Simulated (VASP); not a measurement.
## HfC: vibrations by perturbation theory with PBE

Crystal: HfC.

```
Hf C
1.0
     2.76990    0.00000    0.00000
     0.00000    2.76990    0.00000
     0.00000    0.00000    2.76990
Hf C
1 1
Direct
  0.00000 0.00000 0.00000
  0.50000 0.50000 0.50000
```

* Program: VASP 6.6.1
* Task: vibrations by perturbation theory
* Functional: PBE
* Potentials or basis: VASP PAW PBE potentials, release 64 (Hf_pv, C)
* Cutoff: 520 eV
* k mesh: 16 × 16 × 16
* Occupations: fermi-dirac, width 0.15 eV
* Spin: no spin polarisation
* Dipole correction: no
* Further INCAR settings: ALGO = Normal; EDIFF = 1e-08; NBANDS = 14; IBRION = 8; NSW = 1

| Quantity | Value |
| --- | --- |
| Highest phonon frequency at Γ | 312 cm⁻¹ |

Phonon frequencies in cm⁻¹ (negative: imaginary):
```
              q point        frequencies
(0.000, 0.000, 0.000)  0 0 0 312 312 312
```

Run time: 5 min on 1 thread of Intel(R) Xeon(R) Platinum 8488C (Sapphire Rapids) (shared host), peak memory 0.37 GiB.

Caveat: the cell stands under pressure or tension, which shifts response properties.
